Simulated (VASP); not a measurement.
# Ta2N (P-31m) in VASP: notebook

Ta2N is run at these levels: PBEsol; tasks: single point.

All numbers are computed with VASP 6.6.1; they aren't measurements. Logs are shortened: lines on timing, memory, paths and dates and some standing lists are left out, and cuts for length are marked.

## Step 1: The cell of the first run

Symmetry: P-31m, No. 162, trigonal system. Conventional cell: a = 5.297 Å, b = 5.297 Å, c = 4.939 Å, α = 90.00°, β = 90.00°, γ = 120.00°. Ta (site symmetry m) has 3 N at 2.15 to 2.16 Å within 2.8 Å. N (site symmetry 32) has 6 Ta at 2.16 Å within 2.9 Å. Within 2.8 Å of N (site symmetry -3m) lie 6 Ta at 2.15 Å.

## Step 2: Single point, PBEsol

INCAR reads:

```
  PREC = Accurate
  ENCUT = 520
  EDIFF = 1E-7
  ISMEAR = 0
  SIGMA = 0.1
  LREAL = False
  LASPH = True
  NELM = 100
  ALGO = Normal
  ISIF = 2
  LWAVE = False
  LCHARG = True
  GGA = PS
  LELF = True
  LVHAR = True
  NBANDS = 50
```

KPOINTS reads:

```
regular mesh
0
Gamma
  6 6 8
```

POSCAR reads:

```
Ta2N
1.0
    5.2965720514      0.0000000000      0.0000000000
   -2.6482860257      4.5869659495      0.0000000000
    0.0000000000      0.0000000000      4.9391825701
Ta N
6 3
Direct
    0.6663616700      0.6663616700      0.7536182600
    0.0000000000      0.3336383300      0.7536182600
    0.3336383300      0.0000000000      0.7536182600
    0.3336383300      0.3336383300      0.2463817400
    0.0000000000      0.6663616700      0.2463817400
    0.6663616700      0.0000000000      0.2463817400
    0.6666666667      0.3333333333      0.5000000000
    0.3333333333      0.6666666667      0.5000000000
    0.0000000000      0.0000000000      0.0000000000
```

Potentials or basis: VASP PAW PBE potentials, release 64 (Ta_pv, N).

The run is started by

```console
$ cat potpaw_PBE.64/Ta_pv/POTCAR potpaw_PBE.64/N/POTCAR > POTCAR
$ mpirun -np 1 vasp_std > vasp.out
```

OUTCAR:

```text
PREC = Accurate
   ENCUT = 520
   EDIFF = 1E-7
   ISMEAR = 0
   LREAL = False
   LASPH = True
   NELM = 100
   ISIF = 2
   GGA = PS

 ion  position               nearest neighbor table
   1  0.666  0.666  0.754-   9 2.15   8 2.16   7 2.16   4 3.00   5 3.01   6 3.01   2 3.06   2 3.06
                             3 3.06   3 3.06   3 3.06   2 3.06   4 3.06   5 3.07   6 3.07
   2  0.000  0.334  0.754-   9 2.15   7 2.16   8 2.16   5 3.00   4 3.01   6 3.01   1 3.06   1 3.06
                             3 3.06   3 3.06   3 3.06   1 3.06   5 3.06   4 3.07   6 3.07
   3  0.334  0.000  0.754-   9 2.15   8 2.16   7 2.16   6 3.00   4 3.01   5 3.01   2 3.06   1 3.06
                             1 3.06   2 3.06   2 3.06   1 3.06   6 3.06   5 3.07   4 3.07
   4  0.334  0.334  0.246-   9 2.15   7 2.16   8 2.16   1 3.00   2 3.01   3 3.01   5 3.06   5 3.06
                             6 3.06   6 3.06   6 3.06   5 3.06   1 3.06   2 3.07   3 3.07
   5  0.000  0.666  0.246-   9 2.15   8 2.16   7 2.16   2 3.00   1 3.01   3 3.01   4 3.06   4 3.06
                             6 3.06   6 3.06   6 3.06   4 3.06   2 3.06   1 3.07   3 3.07
   6  0.666  0.000  0.246-   9 2.15   7 2.16   8 2.16   3 3.00   1 3.01   2 3.01   4 3.06   5 3.06
                             4 3.06   5 3.06   5 3.06   4 3.06   3 3.06   2 3.07   1 3.07
   7  0.667  0.333  0.500-   2 2.16   6 2.16   5 2.16   3 2.16   4 2.16   1 2.16
   8  0.333  0.667  0.500-   5 2.16   3 2.16   2 2.16   6 2.16   1 2.16   4 2.16
   9  0.000  0.000  0.000-   3 2.15   6 2.15   1 2.15   4 2.15   5 2.15   2 2.15

  LATTYP: Found a hexagonal cell.
 ALAT       =     5.2965720514
 C/A-ratio  =     0.9325243803

  Lattice vectors:

 A1 = (   5.2965720514,   0.0000000000,   0.0000000000)
 A2 = (  -2.6482860257,   4.5869659495,   0.0000000000)
 A3 = (   0.0000000000,   0.0000000000,   4.9391825701)

Analysis of symmetry for initial positions (statically):
=====================================================================
 Subroutine PRICEL returns:
 Original cell was already a primitive cell.

 Routine SETGRP: Setting up the symmetry group for a
 hexagonal supercell.

 Subroutine GETGRP returns: Found 12 space group operations
 (whereof 12 operations were pure point group operations)
 out of a pool of 24 trial point group operations.

The static configuration has the point symmetry D_3d.

Analysis of symmetry for dynamics (positions and initial velocities):
=====================================================================
 Subroutine PRICEL returns:
 Original cell was already a primitive cell.

 Routine SETGRP: Setting up the symmetry group for a
 hexagonal supercell.

 Subroutine GETGRP returns: Found 12 space group operations
 (whereof 12 operations were pure point group operations)
 out of a pool of 24 trial point group operations.

The dynamic configuration has the point symmetry D_3d.

 Subroutine INISYM returns: Found 12 space group operations
 (whereof 12 operations are pure point group operations),
 and found     1 'primitive' translations

----------------------------------------------------------------------------------------

                                     Primitive cell

  volume of cell :     119.9984

  direct lattice vectors                    reciprocal lattice vectors
     5.296572051  0.000000000  0.000000000     0.188801359  0.109004515  0.000000000
    -2.648286026  4.586965949  0.000000000     0.000000000  0.218009031  0.000000000
     0.000000000  0.000000000  4.939182570     0.000000000  0.000000000  0.202462652

  length of vectors
     5.296572051  5.296572051  4.939182570     0.218009031  0.218009031  0.202462652

  position of ions in fractional coordinates (direct lattice)
     0.666361670  0.666361670  0.753618260
     0.000000000  0.333638330  0.753618260
     0.333638330  0.000000000  0.753618260
     0.333638330  0.333638330  0.246381740
     0.000000000  0.666361670  0.246381740
     0.666361670  0.000000000  0.246381740
     0.666666667  0.333333333  0.500000000
     0.333333333  0.666666667  0.500000000
     0.000000000  0.000000000  0.000000000

  ion indices of the primitive-cell ions
   primitive index   ion index
                 1           1
                 2           2
                 3           3
                 4           4
                 5           5
                 6           6
                 7           7
                 8           8
                 9           9

----------------------------------------------------------------------------------------

 KPOINTS: regular mesh

Automatic generation of k-mesh.
 Grid dimensions read from file:
 generate k-points for:    6    6    8

 Generating k-lattice:

  Cartesian coordinates                     Fractional coordinates (reciprocal lattice)
     0.031466893  0.018167419  0.000000000     0.166666667  0.000000000  0.000000000
     0.000000000  0.036334838  0.000000000     0.000000000  0.166666667  0.000000000
     0.000000000  0.000000000  0.025307831     0.000000000  0.000000000  0.125000000

  Length of vectors
     0.036334838  0.036334838  0.025307831

  Shift w.r.t. Gamma in fractional coordinates (k-lattice)
     0.000000000  0.000000000  0.000000000

 Subroutine IBZKPT returns following result:
 ===========================================

 Found     44 irreducible k-points:

 Following reciprocal coordinates:
            Coordinates               Weight
  0.000000  0.000000  0.000000      1.000000
  0.166667  0.000000  0.000000      6.000000
  0.333333  0.000000  0.000000      6.000000
  0.500000  0.000000  0.000000      3.000000
  0.166667  0.166667  0.000000      6.000000
  0.333333  0.166667  0.000000     12.000000
[... 16 lines left out ...]
 -0.166667  0.333333  0.250000      6.000000
  0.333333  0.166667  0.250000     12.000000
 [... further k-points ...]
   k-points           NKPTS =     44   k-points in BZ     NKDIM =     44   number of bands    NBANDS=     50
   number of dos      NEDOS =    301   number of ions     NIONS =      9
   total plane-waves  NPLWV =  64000
   dimension x,y,z NGX =    40 NGY =   40 NGZ =   40
   dimension x,y,z NGXF=    80 NGYF=   80 NGZF=   80
   ions per type =               6   3
   NGX,Y,Z   is equivalent  to a cutoff of  12.55, 12.55, 13.46 a.u.
   NGXF,Y,Z  is equivalent  to a cutoff of  25.11, 25.11, 26.93 a.u.
 SYSTEM =  unknown system
   PREC   = accura    normal or accurate (medium, high low for compatibility)
   ISTART =      0    job   : 0-new  1-cont  2-samecut
   ICHARG =      2    charge: 1-file 2-atom 10-const
   ISPIN  =      1    spin polarized calculation?
   LNONCOLLINEAR =      F non collinear calculations
   LSORBIT =      F    spin-orbit coupling
   LASPH  =      T    aspherical Exc in radial PAW
   ENCUT  =  520.0 eV  38.22 Ry    6.18 a.u.   9.85  9.85  9.18*2*pi/ulx,y,z
   NELM   =    100;   NELMIN=  2; NELMDL= -5     # of ELM steps
   EDIFF  = 0.1E-06   stopping-criterion for ELM
   LREAL  =      F    real-space projection
   EDIFFG = 0.1E-05   stopping-criterion for IOM
   NSW    =      0    number of steps for IOM
   IBRION =     -1    ionic relax: 0-MD 1-quasi-New 2-CG
   NFREE  =      0    steps in history (QN), initial steepest desc. (CG)
   ISIF   =      2    stress and relaxation
   ISYM   =      2    0-nonsym 1-usesym 2-fastsym
   POTIM  = 0.5000    time-step for ionic-motion
   TEBEG  =    0.0;   TEEND  =   0.0 temperature during run
   PSTRESS=    0.0 pullay stress
   NELECT =      81.0000    total number of electrons
   NUPDOWN=      -1.0000    fix difference up-down
   EMIN   =  10.00;   EMAX   =-10.00  energy-range for DOS
   EFERMI =   0.00;   METHOD = LEGACY
   ISMEAR =     0;   SIGMA  =   0.10  broadening in eV -4-tet -1-fermi 0-gaus
   EFERMI_NEDOS =   21; number of points for ismear=-14 and -15
   IALGO  =     38    algorithm
   IMIX   =      4    mixing-type and parameters
     AMIX     =   0.40;   BMIX     =  1.00
     AMIX_MAG =   1.60;   BMIX_MAG =  1.00
  volume/ion in A,a.u.               =      13.33        89.98
  Fermi-wavevector in a.u.,A,eV,Ry     =   1.436078  2.713794 28.059565  2.062320
  Thomas-Fermi vector in A             =   2.555306
   LORBIT       =      0    0 simple, 1 ext, 2 COOP (PROOUT), +10 PAW based schemes
   GGA     = PS    functional components
   LHFCALC =     F    Hartree Fock is set to
   AEXX    =    0.0000 exact exchange contribution
   IVDW    =     0    specifies the selected vdW correction
   LEPSILON=     F    determine dielectric tensor
   LRPA    =     F    only Hartree local field effects (RPA)
 non-spin polarized calculation
 Gauss-broadening in eV      SIGMA  =   0.10
  energy-cutoff  :      520.00
  volume of cell :      120.00
 maximum number of plane-waves:      3258
   NGX = 19   NGY = 19   NGZ = 19

 number of electron      81.0000001 magnetization

 Free energy of the ion-electron system (eV)
  ---------------------------------------------------
  ext. energy  EPLUGINS =         0.00000000
  ---------------------------------------------------
  free energy    TOTEN  =      -110.51643241 eV

  energy without entropy =     -110.50151257  energy(sigma->0) =     -110.50897249

 E-fermi :   7.3417     XC(G=0): -13.0835

 val. band max:        7.3256652986   @ k =   0.3333   0.0000   0.0000
 cond. band min:       7.3883966591   @ k =  -0.3333  -0.3333   0.1250
 fundamental gap:      0.0627313605
 Fermi energy:         7.3417244746

 k-point     1 :       0.0000    0.0000    0.0000
  band No.  band energies     occupation
      1     -28.3660      2.00000
      2     -27.9870      2.00000
      3     -27.8285      2.00000
      4     -27.8285      2.00000
      5     -27.8029      2.00000
      6     -27.8029      2.00000
[... 42 lines left out ...]
     49      10.2681      0.00000
     50      10.8874      0.00000
[... 1217 lines left out ...]
     49      10.2964      0.00000
     50      10.6479      0.00000

 [... further k-points ...]

------------------------ aborting loop because EDIFF is reached ----------------------------------------

  FORCE on cell =-STRESS in cart. coord.  units (eV):
  Direction    XX          YY          ZZ          XY          YZ          ZX
  --------------------------------------------------------------------------------------
  -------------------------------------------------------------------------------------
  Total       -3.6165901     -3.6165901     -3.4906833      0.0000000      0.0000000     -0.0000000
  in kB      -48.2874636    -48.2874636    -46.6063997      0.0000000      0.0000000     -0.0000000
  external PRESSURE =     -47.7271090 kB  Pullay stress =       0.0000000 kB

 VOLUME and BASIS-vectors are now :
 -----------------------------------------------------------------------------
  energy-cutoff  :      520.00
  volume of cell :      120.00
      direct lattice vectors                 reciprocal lattice vectors
     5.296572051  0.000000000  0.000000000     0.188801359  0.109004515  0.000000000
    -2.648286026  4.586965949  0.000000000     0.000000000  0.218009031  0.000000000
     0.000000000  0.000000000  4.939182570     0.000000000  0.000000000  0.202462652

 POSITION                                       TOTAL-FORCE (eV/Angst)
 -----------------------------------------------------------------------------------
      1.76472      3.05658      3.72226         0.016738      0.028991     -0.121367
     -0.88357      1.53039      3.72226         0.016738     -0.028991     -0.121367
      1.76714      0.00000      3.72226        -0.033476     -0.000000     -0.121367
      0.88357      1.53039      1.21692        -0.016738     -0.028991      0.121367
     -1.76472      3.05658      1.21692        -0.016738      0.028991      0.121367
      3.52943      0.00000      1.21692         0.033476      0.000000      0.121367
      2.64829      1.52899      2.46959        -0.000000      0.000000     -0.000000
     -0.00000      3.05798      2.46959         0.000000     -0.000000     -0.000000
      0.00000      0.00000      0.00000        -0.000000      0.000000     -0.000000
 -----------------------------------------------------------------------------------
    total drift:                               -0.000000     -0.000000     -0.000000

  FREE ENERGIE OF THE ION-ELECTRON SYSTEM (eV)
  ---------------------------------------------------
  free  energy   TOTEN  =      -110.5164324102 eV

  energy  without entropy=     -110.5015125720  energy(sigma->0) =     -110.50897249
```

Wall time 2.2 min (1 thread of Intel Xeon 6975P-C (Granite Rapids), shared host); peak memory 0.35 GiB.

What came out:

| Property | Result |
| --- | --- |
| Free energy | -110.5164 eV |
| Pressure | -4.8 GPa |
| Largest force | 0.126 eV/Å |
| Band gap on the k mesh | zero (an odd number of electrons rules out a gap without spin polarisation) |

Forces in eV/Å, atoms in the order of the input:
```
Ta   0.017  0.029 -0.121
Ta   0.017 -0.029 -0.121
Ta  -0.033  0.000 -0.121
Ta  -0.017 -0.029  0.121
Ta  -0.017  0.029  0.121
Ta   0.033  0.000  0.121
N    0.000  0.000  0.000
N    0.000  0.000  0.000
N    0.000  0.000  0.000
```

Caveat: the cell stands under tension; the PAW data sets were made with another functional, which shifts forces and pressure a little; spin-orbit coupling is left out, which moves the levels of the heavy elements.

[end of part 1 of 2]
